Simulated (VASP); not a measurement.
# Cu (P6/mmm) in VASP: further runs

Cu is run at these levels: PBE; tasks: single point.

Program: VASP 6.6.1. These are calculated values, not measurements. Logs are shortened: lines on timing, memory, paths and dates and some standing lists are left out, and cuts for length are marked.

**1. The cell of the first run**

It takes space group P6/mmm (No. 191, hexagonal). The conventional cell has a = 2.512 Å, b = 2.512 Å, c = 2.464 Å, α = 90.00°, β = 90.00°, γ = 120.00°. Within 3.3 Å of Cu (site symmetry 6/mmm) lie 8 Cu at 2.46 to 2.51 Å.

**2. Single point, PBE**

The input, INCAR:

```
SYSTEM = Cu
PREC = Accurate ; ENCUT = 520
EDIFF = 1E-6 ; ISMEAR = -1
SIGMA = 0.05 ; LREAL = .FALSE.
LASPH = .TRUE. ; NELM = 60
ALGO = Normal ; ISIF = 2
LWAVE = .FALSE. ; LCHARG = .FALSE.
GGA = PE ; NBANDS = 12
```

The input, KPOINTS:

```
Automatic mesh
0
G
  18 18 16
  0 0 0
```

The input, POSCAR:

```
Cu
1.0
    2.5124720466      0.0000000000      0.0000000000
   -1.2562360233      2.1758646187      0.0000000000
    0.0000000000      0.0000000000      2.4643220364
Cu
1
Direct
    0.0000000000      0.0000000000      0.0000000000
```

Potentials or basis: VASP PAW PBE potentials, release 64 (Cu).

Started as:

```console
$ cat potpaw_PBE.64/Cu/POTCAR > POTCAR
$ mpirun -np 1 vasp_std > vasp.out
```

OUTCAR:

```text
SYSTEM = Cu
   PREC = Accurate
   ENCUT = 520
   EDIFF = 1E-6
   ISMEAR = -1
   LREAL = .FALSE.
   LASPH = .TRUE.
   NELM = 60
   ISIF = 2
   GGA = PE

 ion  position               nearest neighbor table
   1  0.000  0.000  0.000-

  LATTYP: Found a hexagonal cell.
 ALAT       =     2.5124720466
 C/A-ratio  =     0.9808356036

  Lattice vectors:

 A1 = (   2.5124720466,   0.0000000000,   0.0000000000)
 A2 = (  -1.2562360233,   2.1758646187,   0.0000000000)
 A3 = (   0.0000000000,   0.0000000000,   2.4643220364)

Analysis of symmetry for initial positions (statically):
=====================================================================
 Subroutine PRICEL returns:
 Original cell was already a primitive cell.

 Routine SETGRP: Setting up the symmetry group for a
 hexagonal supercell.

 Subroutine GETGRP returns: Found 24 space group operations
 (whereof 24 operations were pure point group operations)
 out of a pool of 24 trial point group operations.

The static configuration has the point symmetry D_6h.

Analysis of symmetry for dynamics (positions and initial velocities):
=====================================================================
 Subroutine PRICEL returns:
 Original cell was already a primitive cell.

 Routine SETGRP: Setting up the symmetry group for a
 hexagonal supercell.

 Subroutine GETGRP returns: Found 24 space group operations
 (whereof 24 operations were pure point group operations)
 out of a pool of 24 trial point group operations.

The dynamic configuration has the point symmetry D_6h.

 Subroutine INISYM returns: Found 24 space group operations
 (whereof 24 operations are pure point group operations),
 and found     1 'primitive' translations

----------------------------------------------------------------------------------------

                                     Primitive cell

  volume of cell :      13.4720

  direct lattice vectors                    reciprocal lattice vectors
     2.512472047  0.000000000  0.000000000     0.398014378  0.229793709  0.000000000
    -1.256236023  2.175864619  0.000000000     0.000000000  0.459587417  0.000000000
     0.000000000  0.000000000  2.464322036     0.000000000  0.000000000  0.405791120

  length of vectors
     2.512472047  2.512472047  2.464322036     0.459587417  0.459587417  0.405791120

  position of ions in fractional coordinates (direct lattice)
     0.000000000  0.000000000  0.000000000

  ion indices of the primitive-cell ions
   primitive index   ion index
                 1           1

----------------------------------------------------------------------------------------

 KPOINTS: Automatic mesh

Automatic generation of k-mesh.
 Grid dimensions read from file:
 generate k-points for:   18   18   16

 Generating k-lattice:

  Cartesian coordinates                     Fractional coordinates (reciprocal lattice)
     0.022111910  0.012766317  0.000000000     0.055555556  0.000000000  0.000000000
     0.000000000  0.025532634  0.000000000     0.000000000  0.055555556  0.000000000
     0.000000000  0.000000000  0.025361945     0.000000000  0.000000000  0.062500000

  Length of vectors
     0.025532634  0.025532634  0.025361945

  Shift w.r.t. Gamma in fractional coordinates (k-lattice)
     0.000000000  0.000000000  0.000000000

 Subroutine IBZKPT returns following result:
 ===========================================

 Found    333 irreducible k-points:

 Following reciprocal coordinates:
            Coordinates               Weight
  0.000000  0.000000  0.000000      1.000000
  0.055556  0.000000  0.000000      6.000000
  0.111111  0.000000  0.000000      6.000000
  0.166667  0.000000  0.000000      6.000000
  0.222222  0.000000  0.000000      6.000000
  0.277778  0.000000  0.000000      6.000000
[... 16 lines left out ...]
  0.333333  0.111111  0.000000     12.000000
  0.388889  0.111111  0.000000     12.000000
 [... further k-points ...]
   k-points           NKPTS =    333   k-points in BZ     NKDIM =    333   number of bands    NBANDS=     12
   number of dos      NEDOS =    301   number of ions     NIONS =      1
   total plane-waves  NPLWV =   7200
   dimension x,y,z NGX =    20 NGY =   20 NGZ =   18
   dimension x,y,z NGXF=    40 NGYF=   40 NGZF=   36
   ions per type =               1
   NGX,Y,Z   is equivalent  to a cutoff of  13.23, 13.23, 12.14 a.u.
   NGXF,Y,Z  is equivalent  to a cutoff of  26.47, 26.47, 24.29 a.u.
 SYSTEM =  Cu
   PREC   = accura    normal or accurate (medium, high low for compatibility)
   ISTART =      0    job   : 0-new  1-cont  2-samecut
   ICHARG =      2    charge: 1-file 2-atom 10-const
   ISPIN  =      1    spin polarized calculation?
   LNONCOLLINEAR =      F non collinear calculations
   LSORBIT =      F    spin-orbit coupling
   LASPH  =      T    aspherical Exc in radial PAW
   ENCUT  =  520.0 eV  38.22 Ry    6.18 a.u.   4.67  4.67  4.58*2*pi/ulx,y,z
   NELM   =     60;   NELMIN=  2; NELMDL= -5     # of ELM steps
   EDIFF  = 0.1E-05   stopping-criterion for ELM
   LREAL  =      F    real-space projection
   EDIFFG = 0.1E-04   stopping-criterion for IOM
   NSW    =      0    number of steps for IOM
   IBRION =     -1    ionic relax: 0-MD 1-quasi-New 2-CG
   NFREE  =      0    steps in history (QN), initial steepest desc. (CG)
   ISIF   =      2    stress and relaxation
   ISYM   =      2    0-nonsym 1-usesym 2-fastsym
   POTIM  = 0.5000    time-step for ionic-motion
   TEBEG  =    0.0;   TEEND  =   0.0 temperature during run
   PSTRESS=    0.0 pullay stress
   NELECT =      11.0000    total number of electrons
   NUPDOWN=      -1.0000    fix difference up-down
   EMIN   =  10.00;   EMAX   =-10.00  energy-range for DOS
   EFERMI =   0.00;   METHOD = LEGACY
   ISMEAR =    -1;   SIGMA  =   0.05  broadening in eV -4-tet -1-fermi 0-gaus
   EFERMI_NEDOS =   21; number of points for ismear=-14 and -15
   IALGO  =     38    algorithm
   IMIX   =      4    mixing-type and parameters
     AMIX     =   0.40;   BMIX     =  1.00
     AMIX_MAG =   1.60;   BMIX_MAG =  1.00
  volume/ion in A,a.u.               =      13.47        90.91
  Fermi-wavevector in a.u.,A,eV,Ry     =   1.530132  2.891530 31.855370  2.341304
  Thomas-Fermi vector in A             =   2.637657
   LORBIT       =      0    0 simple, 1 ext, 2 COOP (PROOUT), +10 PAW based schemes
   GGA     = PE    functional components
   LHFCALC =     F    Hartree Fock is set to
   AEXX    =    0.0000 exact exchange contribution
   IVDW    =     0    specifies the selected vdW correction
   LEPSILON=     F    determine dielectric tensor
   LRPA    =     F    only Hartree local field effects (RPA)
 non-spin polarized calculation
  energy-cutoff  :      520.00
  volume of cell :       13.47
 maximum number of plane-waves:       387
 NGX is ok and might be reduce to    20
   NGX =  9   NGY =  9   NGZ =  9

 number of electron      11.0000003 magnetization

 Free energy of the ion-electron system (eV)
  ---------------------------------------------------
  ext. energy  EPLUGINS =         0.00000000
  ---------------------------------------------------
  free energy    TOTEN  =        -3.46384418 eV

  energy without entropy =       -3.46169615  energy(sigma->0) =       -3.46277017

 E-fermi :   5.9825     XC(G=0): -11.9290

 val. band max:        5.9418574797   @ k =   0.1111   0.0556   0.5000
 cond. band min:       6.0493053277   @ k =   0.3889   0.1111   0.0625
 fundamental gap:      0.1074478480
 Fermi energy:         5.9825171930

 k-point     1 :       0.0000    0.0000    0.0000
  band No.  band energies     occupation
      1      -2.3197      2.00000
      2       2.1703      2.00000
      3       3.3045      2.00000
      4       3.3045      2.00000
      5       4.5623      2.00000
      6       4.5623      2.00000
      7      21.9752      0.00000
      8      26.3652      0.00000
      9      28.3056      0.00000
     10      29.2549      0.00000
     11      29.2549      0.00000
     12      31.8790      0.00000

 k-point     2 :       0.0556    0.0000    0.0000
  band No.  band energies     occupation
      1      -2.2157      2.00000
      2       2.1902      2.00000
      3       3.2750      2.00000
      4       3.3421      2.00000
      5       4.5349      2.00000
      6       4.5573      2.00000
      7      22.1125      0.00000
      8      26.2780      0.00000
      9      27.1049      0.00000
     10      28.3763      0.00000
     11      28.6642      0.00000
     12      32.8882      0.00000

 k-point     3 :       0.1111    0.0000    0.0000
  band No.  band energies     occupation
      1      -1.9071      2.00000
      2       2.2469      2.00000
      3       3.1944      2.00000
      4       3.4517      2.00000
      5       4.4571      2.00000
      6       4.5430      2.00000
      7      22.5190      0.00000
      8      24.2535      0.00000
      9      26.4884      0.00000
     10      26.9390      0.00000
     11      28.3125      0.00000
     12      34.7155      0.00000
[... 286 lines left out ...]
 k-point    23 :       0.3333    0.1111    0.0000
  band No.  band energies     occupation
      1       1.5604      2.00000
      2       2.5032      2.00000
      3       3.4462      2.00000
      4       3.8564      2.00000
      5       4.3620      2.00000
      6       5.1964      2.00000
      7      12.0838      0.00000
      8      18.4814      0.00000
      9      28.2222      0.00000
     10      28.7254      0.00000
     11      29.7626      0.00000
     12      35.7703      0.00000

 k-point    24 :       0.3889    0.1111    0.0000
  band No.  band energies     occupation
      1       1.7245      2.00000
      2       2.5709      2.00000
      3       3.8018      2.00000
      4       3.8338      2.00000
      5       4.3428      2.00000
      6       5.9311      1.47289
      7      10.3006      0.00000
      8      18.1323      0.00000
      9      28.9774      0.00000
     10      29.6944      0.00000
     11      29.7730      0.00000
     12      33.9513      0.00000

 [... further k-points ...]
[... 5 lines left out ...]
  --------------------------------------------------------------------------------------
  -------------------------------------------------------------------------------------
  Total       -0.2652186     -0.2652186     -0.2876636      0.0000000     -0.0000000      0.0000000
  in kB      -31.5416154    -31.5416154    -34.2109298      0.0000000     -0.0000000      0.0000000
  external PRESSURE =     -32.4313868 kB  Pullay stress =       0.0000000 kB

 VOLUME and BASIS-vectors are now :
 -----------------------------------------------------------------------------
  energy-cutoff  :      520.00
  volume of cell :       13.47
      direct lattice vectors                 reciprocal lattice vectors
     2.512472047  0.000000000  0.000000000     0.398014378  0.229793709  0.000000000
    -1.256236023  2.175864619  0.000000000     0.000000000  0.459587417  0.000000000
     0.000000000  0.000000000  2.464322036     0.000000000  0.000000000  0.405791120

 POSITION                                       TOTAL-FORCE (eV/Angst)
 -----------------------------------------------------------------------------------
      0.00000      0.00000      0.00000         0.000000      0.000000      0.000000
 -----------------------------------------------------------------------------------
    total drift:                                0.000000      0.000000     -0.000000

  FREE ENERGIE OF THE ION-ELECTRON SYSTEM (eV)
  ---------------------------------------------------
  free  energy   TOTEN  =        -3.4638441773 eV

  energy  without entropy=       -3.4616961532  energy(sigma->0) =       -3.46277017
```

Run time: 15 s. Hardware: 1 thread of Intel Xeon 6975P-C (Granite Rapids), shared host; peak memory 0.16 GiB.

Results:

```yaml
Free_energy: -3.4638 eV
Pressure: -3.2 GPa
```

**3. Single point, PBE**

The input, INCAR:

```
  PREC = Accurate
  ENCUT = 700
  EDIFF = 1E-6
  ISMEAR = -1
  SIGMA = 0.05
  LREAL = False
  LASPH = True
  NELM = 120
  ALGO = Normal
  ISIF = 2
  LWAVE = False
  LCHARG = False
  GGA = PE
  NBANDS = 16
  GGA_COMPAT = False
```

The input, KPOINTS:

```
regular mesh
0
Gamma
  18 18 16
```

POSCAR is that of step 2.

Potentials or basis: VASP PAW PBE potentials, release 64 (Cu_sv_GW).

Started as:

```console
$ cat potpaw_PBE.64/Cu_sv_GW/POTCAR > POTCAR
$ mpirun -np 1 vasp_std > vasp.out
```

OUTCAR:

```text
PREC = Accurate
   ENCUT = 700
   EDIFF = 1E-6
   ISMEAR = -1
   LREAL = False
   LASPH = True
   NELM = 120
   ISIF = 2
   GGA = PE

 ion  position               nearest neighbor table
   1  0.000  0.000  0.000-

  LATTYP: Found a hexagonal cell.
 ALAT       =     2.5124720466
 C/A-ratio  =     0.9808356036

  Lattice vectors:

 A1 = (   2.5124720466,   0.0000000000,   0.0000000000)
 A2 = (  -1.2562360233,   2.1758646187,   0.0000000000)
 A3 = (   0.0000000000,   0.0000000000,   2.4643220364)

Analysis of symmetry for initial positions (statically):
=====================================================================
 Subroutine PRICEL returns:
 Original cell was already a primitive cell.

 Routine SETGRP: Setting up the symmetry group for a
 hexagonal supercell.

 Subroutine GETGRP returns: Found 24 space group operations
 (whereof 24 operations were pure point group operations)
 out of a pool of 24 trial point group operations.

The static configuration has the point symmetry D_6h.

Analysis of symmetry for dynamics (positions and initial velocities):
=====================================================================
 Subroutine PRICEL returns:
 Original cell was already a primitive cell.

 Routine SETGRP: Setting up the symmetry group for a
 hexagonal supercell.

 Subroutine GETGRP returns: Found 24 space group operations
 (whereof 24 operations were pure point group operations)
 out of a pool of 24 trial point group operations.

The dynamic configuration has the point symmetry D_6h.

[... 98 lines left out ...]
   EDIFFG = 0.1E-04   stopping-criterion for IOM
   NSW    =      0    number of steps for IOM
   IBRION =     -1    ionic relax: 0-MD 1-quasi-New 2-CG
   NFREE  =      0    steps in history (QN), initial steepest desc. (CG)
   ISIF   =      2    stress and relaxation
   ISYM   =      2    0-nonsym 1-usesym 2-fastsym
   POTIM  = 0.5000    time-step for ionic-motion
   TEBEG  =    0.0;   TEEND  =   0.0 temperature during run
   PSTRESS=    0.0 pullay stress
   NELECT =      19.0000    total number of electrons
   NUPDOWN=      -1.0000    fix difference up-down
   EMIN   =  10.00;   EMAX   =-10.00  energy-range for DOS
   EFERMI =   0.00;   METHOD = LEGACY
   ISMEAR =    -1;   SIGMA  =   0.05  broadening in eV -4-tet -1-fermi 0-gaus
   EFERMI_NEDOS =   21; number of points for ismear=-14 and -15
   IALGO  =     38    algorithm
   IMIX   =      4    mixing-type and parameters
     AMIX     =   0.40;   BMIX     =  1.00
     AMIX_MAG =   1.60;   BMIX_MAG =  1.00
  volume/ion in A,a.u.               =      13.47        90.91
  Fermi-wavevector in a.u.,A,eV,Ry     =   1.835901  3.469349 45.858861  3.370531
  Thomas-Fermi vector in A             =   2.889206
   LORBIT       =      0    0 simple, 1 ext, 2 COOP (PROOUT), +10 PAW based schemes
   GGA     = PE    functional components
   LHFCALC =     F    Hartree Fock is set to
   AEXX    =    0.0000 exact exchange contribution
   IVDW    =     0    specifies the selected vdW correction
   LEPSILON=     F    determine dielectric tensor
   LRPA    =     F    only Hartree local field effects (RPA)
 non-spin polarized calculation
  energy-cutoff  :      700.00
  volume of cell :       13.47
 maximum number of plane-waves:       593
 NGX is ok and might be reduce to    24
   NGX = 11   NGY = 11   NGZ = 11

 number of electron      19.0000004 magnetization

 Free energy of the ion-electron system (eV)
  ---------------------------------------------------
  ext. energy  EPLUGINS =         0.00000000
  ---------------------------------------------------
  free energy    TOTEN  =        -3.52367287 eV

  energy without entropy =       -3.52158933  energy(sigma->0) =       -3.52263110

 E-fermi :   5.9783     XC(G=0): -12.4870

 val. band max:        5.9344282017   @ k =   0.3889   0.1111   0.0000
 cond. band min:       6.0508968630   @ k =   0.3889   0.1111   0.0625
 fundamental gap:      0.1164686613
 Fermi energy:         5.9783011324

 k-point     1 :       0.0000    0.0000    0.0000
  band No.  band energies     occupation
      1    -106.2941      2.00000
      2     -63.6464      2.00000
      3     -63.6464      2.00000
      4     -63.5978      2.00000
      5      -2.3686      2.00000
      6       2.1842      2.00000
[... 433 lines left out ...]
      3     -63.6772      2.00000
      4     -63.5875      2.00000
      5       1.7193      2.00000
      6       2.5848      2.00000
[... 8 lines left out ...]
     15      29.7666      0.00000
     16      33.8958      0.00000

 [... further k-points ...]
[... 5 lines left out ...]
  --------------------------------------------------------------------------------------
  -------------------------------------------------------------------------------------
  Total       -0.6879510     -0.6879510     -0.6895444      0.0000000     -0.0000000      0.0000000
  in kB      -81.8158598    -81.8158598    -82.0053611      0.0000000     -0.0000000      0.0000000
  external PRESSURE =     -81.8790269 kB  Pullay stress =       0.0000000 kB

 VOLUME and BASIS-vectors are now :
 -----------------------------------------------------------------------------
  energy-cutoff  :      700.00
  volume of cell :       13.47
      direct lattice vectors                 reciprocal lattice vectors
     2.512472047  0.000000000  0.000000000     0.398014378  0.229793709  0.000000000
    -1.256236023  2.175864619  0.000000000     0.000000000  0.459587417  0.000000000
     0.000000000  0.000000000  2.464322036     0.000000000  0.000000000  0.405791120

 POSITION                                       TOTAL-FORCE (eV/Angst)
 -----------------------------------------------------------------------------------
      0.00000      0.00000      0.00000        -0.000000      0.000000      0.000000
 -----------------------------------------------------------------------------------
    total drift:                                0.000000      0.000000      0.000000

  FREE ENERGIE OF THE ION-ELECTRON SYSTEM (eV)
  ---------------------------------------------------
  free  energy   TOTEN  =        -3.5236728731 eV

  energy  without entropy=       -3.5215893293  energy(sigma->0) =       -3.52263110
```

OSZICAR:

```text
N       E                     dE             d eps       ncg     rms          rms(c)
DAV:   1     0.227084707133E+03    0.22708E+03   -0.14027E+04 14432   0.425E+03
DAV:   2     0.516274559007E+01   -0.22192E+03   -0.21146E+03 16112   0.951E+02
DAV:   3    -0.412770138143E+01   -0.92904E+01   -0.92667E+01 14408   0.174E+02
DAV:   4    -0.426151734923E+01   -0.13382E+00   -0.13380E+00 14656   0.152E+01
DAV:   5    -0.427069230992E+01   -0.91750E-02   -0.91749E-02 15872   0.463E+00    0.762E+00
DAV:   6    -0.415804232306E+01    0.11265E+00   -0.65340E+00 15472   0.187E+02    0.586E+00
DAV:   7    -0.353454561466E+01    0.62350E+00   -0.21811E+00 12544   0.105E+02    0.133E+00
DAV:   8    -0.352463113912E+01    0.99145E-02   -0.33346E-02 16616   0.444E+00    0.357E-01
DAV:   9    -0.352377983910E+01    0.85130E-03   -0.45609E-03 16768   0.453E+00    0.917E-02
DAV:  10    -0.352367306705E+01    0.10677E-03   -0.25654E-04 17232   0.105E+00    0.355E-03
DAV:  11    -0.352367287314E+01    0.19391E-06   -0.27775E-06 12848   0.347E-02
   1 F= -.35236729E+01 E0= -.35226311E+01  d E =-.208354E-02
```

stdout:

```text
POSCAR found type information on POSCAR Cu
 POSCAR found :  1 types and       1 ions
 scaLAPACK will be used
 LDA part: xc-table for (Slater+PW92), standard interpolation
 POSCAR, INCAR and KPOINTS ok, starting setup
 FFT: planning ... GRIDC
 FFT: planning ... GRID_SOFT
 FFT: planning ... GRID
 WAVECAR not read
 entering main loop
```

Wall time 52 s (1 thread of Intel Xeon Platinum 8488C (Sapphire Rapids), shared host); peak memory 0.25 GiB.

What came out:

| Quantity | Value |
| --- | --- |
| Free energy | -3.5237 eV |
| Pressure | -8.2 GPa |

Levels at points of the mesh, in eV from the Fermi level:
```
           k point  band 7  band 8  band 9  band 10  band 11  band 12  band 13  band 14
(0.00, 0.00, 0.00)   -2.65   -2.65   -1.37    -1.37    15.96    20.37    22.33    23.24
(0.50, 0.00, 0.00)   -2.20   -1.54   -1.22    -0.58     3.35    14.97    19.68    23.55
(0.00, 0.00, 0.50)   -2.49   -1.97   -1.97    -1.75     1.45    26.51    28.30    29.14
(0.50, 0.00, 0.50)   -2.29   -1.17   -0.96     4.55     5.56    10.00    10.71    20.78
```
